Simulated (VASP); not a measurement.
# KF (I4/mmm) in VASP: notebook

KF is run at these levels: LDA; tasks: single point.

All numbers are computed with VASP 6.6.1; they aren't measurements. Logs are shortened: lines on timing, memory, paths and dates and some standing lists are left out, and cuts for length are marked.

## Step 1: The cell of the first run

The structure is tetragonal, space group I4/mmm (No. 139). Conventional cell: a = 3.651 Å, b = 3.651 Å, c = 4.892 Å, α = 90.00°, β = 90.00°, γ = 90.00°. K (site symmetry 4/mmm) has 6 F at 2.45 to 2.58 Å within 3.2 Å. Within 3.2 Å of F (site symmetry 4/mmm) lie 6 K at 2.45 to 2.58 Å.

## Step 2: Single point, LDA (normal strain along x -0.0525, normal strain along z +0.0000)

INCAR

```
PREC     = Accurate       # precision mode
ENCUT    = 520            # plane-wave cutoff, eV
EDIFF    = 1E-6           # SCF threshold, eV
ISMEAR   = 0              # smearing method
SIGMA    = 0.05           # smearing width, eV
LREAL    = False          # projectors in reciprocal space
LASPH    = True           # aspherical terms in the spheres
NELM     = 80             # most SCF steps
ALGO     = Normal         # electronic algorithm
ISIF     = 2              # what is computed and relaxed
LWAVE    = False          # write WAVECAR
LCHARG   = True           # write CHGCAR
GGA      = CA             # functional
LELF     = True           # ELF
LVHAR    = True         
NBANDS   = 15             # bands
```

KPOINTS

```
Automatic mesh
0
Gamma
  8 8 8
```

POSCAR

```
KF
1.0
    0.0000000000      2.5817196783      2.5817196783
    2.4461793952      0.0000000000      2.5817196783
    2.4461793952      2.5817196783      0.0000000000
K F
1 1
Direct
    0.0000000000      0.0000000000      0.0000000000
    0.5000000000      0.5000000000      0.5000000000
```

Potentials or basis: VASP PAW LDA potentials, release 64 (K_sv, F).

Run with:

```
$ cat potpaw_LDA.64/K_sv/POTCAR potpaw_LDA.64/F/POTCAR > POTCAR
$ mpirun -np 1 vasp_std > vasp.out
```

OUTCAR:

```text
PREC = Accurate
   ENCUT = 520
   EDIFF = 1E-6
   ISMEAR = 0
   LREAL = False
   LASPH = True
   NELM = 80
   ISIF = 2
   GGA = CA

 ion  position               nearest neighbor table
   1  0.000  0.000  0.000-   2 2.45   2 2.45   2 2.58   2 2.58   2 2.58   2 2.58
   2  0.500  0.500  0.500-   1 2.45   1 2.45   1 2.58   1 2.58   1 2.58   1 2.58

  LATTYP: Found a body centered tetragonal cell.
 ALAT       =     3.6511029833
 C/A-ratio  =     1.3399673504

  Lattice vectors:

 A1 = (  -2.4461793952,   0.0000000000,  -2.5817196783)
 A2 = (  -2.4461793952,   0.0000000000,   2.5817196783)
 A3 = (   2.4461793952,   2.5817196783,   0.0000000000)

Analysis of symmetry for initial positions (statically):
=====================================================================
 Subroutine PRICEL returns:
 Original cell was already a primitive cell.

 Routine SETGRP: Setting up the symmetry group for a
 body centered tetragonal supercell.

 Subroutine GETGRP returns: Found 16 space group operations
 (whereof 16 operations were pure point group operations)
 out of a pool of 16 trial point group operations.

The static configuration has the point symmetry D_4h.

Analysis of symmetry for dynamics (positions and initial velocities):
=====================================================================
 Subroutine PRICEL returns:
 Original cell was already a primitive cell.

 Routine SETGRP: Setting up the symmetry group for a
 body centered tetragonal supercell.

 Subroutine GETGRP returns: Found 16 space group operations
 (whereof 16 operations were pure point group operations)
 out of a pool of 16 trial point group operations.

The dynamic configuration has the point symmetry D_4h.

 Subroutine INISYM returns: Found 16 space group operations
 (whereof 16 operations are pure point group operations),
 and found     1 'primitive' translations

----------------------------------------------------------------------------------------

                                     Primitive cell

  volume of cell :      32.6089

  direct lattice vectors                    reciprocal lattice vectors
     0.000000000  2.581719678  2.581719678    -0.204400381  0.193669361  0.193669361
     2.446179395  0.000000000  2.581719678     0.204400381 -0.193669361  0.193669361
     2.446179395  2.581719678  0.000000000     0.204400381  0.193669361 -0.193669361

  length of vectors
     3.651102983  3.556553125  3.556553125     0.341753066  0.341753066  0.341753066

  position of ions in fractional coordinates (direct lattice)
     0.000000000  0.000000000  0.000000000
     0.500000000  0.500000000  0.500000000

  ion indices of the primitive-cell ions
   primitive index   ion index
                 1           1
                 2           2

----------------------------------------------------------------------------------------

 KPOINTS: Automatic mesh

Automatic generation of k-mesh.
 Grid dimensions read from file:
 generate k-points for:    8    8    8

 Generating k-lattice:

  Cartesian coordinates                     Fractional coordinates (reciprocal lattice)
    -0.025550048  0.024208670  0.024208670     0.125000000  0.000000000  0.000000000
     0.025550048 -0.024208670  0.024208670     0.000000000  0.125000000  0.000000000
     0.025550048  0.024208670 -0.024208670     0.000000000  0.000000000  0.125000000

  Length of vectors
     0.042719133  0.042719133  0.042719133

  Shift w.r.t. Gamma in fractional coordinates (k-lattice)
     0.000000000  0.000000000  0.000000000

 Subroutine IBZKPT returns following result:
 ===========================================

 Found     59 irreducible k-points:

 Following reciprocal coordinates:
            Coordinates               Weight
  0.000000  0.000000  0.000000      1.000000
  0.125000  0.000000  0.000000      8.000000
  0.250000  0.000000  0.000000      8.000000
  0.375000  0.000000  0.000000      8.000000
  0.500000  0.000000  0.000000      4.000000
  0.125000  0.125000  0.000000      4.000000
[... 16 lines left out ...]
  0.250000  0.125000  0.125000      4.000000
  0.375000  0.125000  0.125000      8.000000
 [... further k-points ...]
   k-points           NKPTS =     59   k-points in BZ     NKDIM =     59   number of bands    NBANDS=     15
   number of dos      NEDOS =    301   number of ions     NIONS =      2
   total plane-waves  NPLWV =  21952
   dimension x,y,z NGX =    28 NGY =   28 NGZ =   28
   dimension x,y,z NGXF=    56 NGYF=   56 NGZF=   56
   ions per type =               1   1
   NGX,Y,Z   is equivalent  to a cutoff of  12.75, 13.09, 13.09 a.u.
   NGXF,Y,Z  is equivalent  to a cutoff of  25.50, 26.18, 26.18 a.u.
 SYSTEM =  unknown system
   PREC   = accura    normal or accurate (medium, high low for compatibility)
   ISTART =      0    job   : 0-new  1-cont  2-samecut
   ICHARG =      2    charge: 1-file 2-atom 10-const
   ISPIN  =      1    spin polarized calculation?
   LNONCOLLINEAR =      F non collinear calculations
   LSORBIT =      F    spin-orbit coupling
   LASPH  =      T    aspherical Exc in radial PAW
   ENCUT  =  520.0 eV  38.22 Ry    6.18 a.u.   6.79  6.61  6.61*2*pi/ulx,y,z
   NELM   =     80;   NELMIN=  2; NELMDL= -5     # of ELM steps
   EDIFF  = 0.1E-05   stopping-criterion for ELM
   LREAL  =      F    real-space projection
   EDIFFG = 0.1E-04   stopping-criterion for IOM
   NSW    =      0    number of steps for IOM
   IBRION =     -1    ionic relax: 0-MD 1-quasi-New 2-CG
   NFREE  =      0    steps in history (QN), initial steepest desc. (CG)
   ISIF   =      2    stress and relaxation
   ISYM   =      2    0-nonsym 1-usesym 2-fastsym
   POTIM  = 0.5000    time-step for ionic-motion
   TEBEG  =    0.0;   TEEND  =   0.0 temperature during run
   PSTRESS=    0.0 pullay stress
   NELECT =      16.0000    total number of electrons
   NUPDOWN=      -1.0000    fix difference up-down
   EMIN   =  10.00;   EMAX   =-10.00  energy-range for DOS
   EFERMI =   0.00;   METHOD = LEGACY
   ISMEAR =     0;   SIGMA  =   0.05  broadening in eV -4-tet -1-fermi 0-gaus
   EFERMI_NEDOS =   21; number of points for ismear=-14 and -15
   IALGO  =     38    algorithm
   IMIX   =      4    mixing-type and parameters
     AMIX     =   0.40;   BMIX     =  1.00
     AMIX_MAG =   1.60;   BMIX_MAG =  1.00
  volume/ion in A,a.u.               =      16.30       110.03
  Fermi-wavevector in a.u.,A,eV,Ry     =   1.291227  2.440066 22.684554  1.667268
  Thomas-Fermi vector in A             =   2.423010
   LORBIT       =      0    0 simple, 1 ext, 2 COOP (PROOUT), +10 PAW based schemes
   GGA     = CA    functional components
   LHFCALC =     F    Hartree Fock is set to
   AEXX    =    0.0000 exact exchange contribution
   IVDW    =     0    specifies the selected vdW correction
   LEPSILON=     F    determine dielectric tensor
   LRPA    =     F    only Hartree local field effects (RPA)
 non-spin polarized calculation
 Gauss-broadening in eV      SIGMA  =   0.05
  energy-cutoff  :      520.00
  volume of cell :       32.61
 maximum number of plane-waves:       917
   NGX = 13   NGY = 13   NGZ = 13

 number of electron      15.9999991 magnetization

 Free energy of the ion-electron system (eV)
  ---------------------------------------------------
  ext. energy  EPLUGINS =         0.00000000
  ---------------------------------------------------
  free energy    TOTEN  =        -9.02867466 eV

  energy without entropy =       -9.02867466  energy(sigma->0) =       -9.02867466

 E-fermi :  -2.2543     XC(G=0):  -9.8698

 val. band max:       -2.5995378198   @ k =   0.5000   0.5000   0.0000
 cond. band min:       3.8949081469   @ k =   0.0000   0.0000   0.0000
 fundamental gap:      6.4944459667
 Fermi energy:        -2.2542932900

 k-point     1 :       0.0000    0.0000    0.0000
  band No.  band energies     occupation
      1     -28.0100      2.00000
      2     -21.0367      2.00000
      3     -11.3497      2.00000
      4     -11.3023      2.00000
      5     -11.3023      2.00000
      6      -2.7938      2.00000
      7      -2.7938      2.00000
      8      -2.6168      2.00000
      9       3.8949      0.00000
     10       8.0560      0.00000
     11       8.0560      0.00000
     12       8.4297      0.00000
     13       9.8246      0.00000
     14      10.4952      0.00000
     15      14.6380      0.00000

 k-point     2 :       0.1250    0.0000    0.0000
  band No.  band energies     occupation
      1     -27.9787      2.00000
      2     -21.0711      2.00000
      3     -11.3775      2.00000
      4     -11.3279      2.00000
      5     -11.3166      2.00000
      6      -2.9491      2.00000
      7      -2.8675      2.00000
      8      -2.7443      2.00000
      9       4.3968      0.00000
     10       7.8690      0.00000
     11       8.3190      0.00000
     12       8.5717      0.00000
     13      10.0308      0.00000
     14      10.7019      0.00000
     15      15.5720      0.00000

 k-point     3 :       0.2500    0.0000    0.0000
  band No.  band energies     occupation
      1     -27.9016      2.00000
      2     -21.1571      2.00000
      3     -11.5096      2.00000
      4     -11.3507      2.00000
      5     -11.3223      2.00000
      6      -3.3235      2.00000
      7      -3.0400      2.00000
      8      -2.9853      2.00000
      9       5.5862      0.00000
     10       7.5710      0.00000
     11       8.9684      0.00000
     12       9.1931      0.00000
     13      10.6596      0.00000
     14      11.2780      0.00000
     15      17.1040      0.00000
[... 343 lines left out ...]
 k-point    23 :       0.2500    0.1250    0.1250
  band No.  band energies     occupation
      1     -27.9379      2.00000
      2     -21.1013      2.00000
      3     -11.4712      2.00000
      4     -11.4169      2.00000
      5     -11.3076      2.00000
      6      -3.2180      2.00000
      7      -3.0150      2.00000
      8      -2.6390      2.00000
      9       5.1175      0.00000
     10       7.4635      0.00000
     11       8.5669      0.00000
     12       9.2380      0.00000
     13      10.3453      0.00000
     14      10.8611      0.00000
     15      16.7130      0.00000

 k-point    24 :       0.3750    0.1250    0.1250
  band No.  band energies     occupation
      1     -27.8626      2.00000
      2     -21.1696      2.00000
      3     -11.6119      2.00000
      4     -11.4897      2.00000
      5     -11.3433      2.00000
      6      -3.4814      2.00000
      7      -3.1693      2.00000
      8      -2.7690      2.00000
      9       6.2365      0.00000
     10       7.3814      0.00000
     11       9.2331      0.00000
     12       9.7649      0.00000
     13      10.9249      0.00000
     14      11.6138      0.00000
     15      16.7367      0.00000

 [... further k-points ...]
[... 5 lines left out ...]
  --------------------------------------------------------------------------------------
  -------------------------------------------------------------------------------------
  Total        1.5986880      0.2578622      0.2578622     -0.0000000      0.0000000      0.0000000
  in kB       78.5484857     12.6695670     12.6695670     -0.0000000      0.0000000      0.0000000
  external PRESSURE =      34.6292065 kB  Pullay stress =       0.0000000 kB

 VOLUME and BASIS-vectors are now :
 -----------------------------------------------------------------------------
  energy-cutoff  :      520.00
  volume of cell :       32.61
      direct lattice vectors                 reciprocal lattice vectors
     0.000000000  2.581719678  2.581719678    -0.204400381  0.193669361  0.193669361
     2.446179395  0.000000000  2.581719678     0.204400381 -0.193669361  0.193669361
     2.446179395  2.581719678  0.000000000     0.204400381  0.193669361 -0.193669361

 POSITION                                       TOTAL-FORCE (eV/Angst)
 -----------------------------------------------------------------------------------
      0.00000      0.00000      0.00000         0.000000      0.000000      0.000000
      2.44618      2.58172      2.58172         0.000000     -0.000000     -0.000000
 -----------------------------------------------------------------------------------
    total drift:                                0.000000      0.000000      0.000000

  FREE ENERGIE OF THE ION-ELECTRON SYSTEM (eV)
  ---------------------------------------------------
  free  energy   TOTEN  =        -9.0286746599 eV

  energy  without entropy=       -9.0286746599  energy(sigma->0) =       -9.02867466
```

Run time: 28 s. Hardware: 1 thread of Intel Xeon 8259CL, shared host; peak memory 0.16 GiB.

Results:

| Item | Value |
| --- | --- |
| Free energy | -9.0287 eV |
| Pressure | 3.5 GPa |
| Band gap on the k mesh | 6.49 eV (least direct gap 6.51 eV) |

Caveat: the cell differs from its parent crystal (normal strain along x -0.0525, normal strain along z +0.0000); the cell stands under pressure. A k mesh can miss the band edges.

(Part 1 of 2 ends here.)
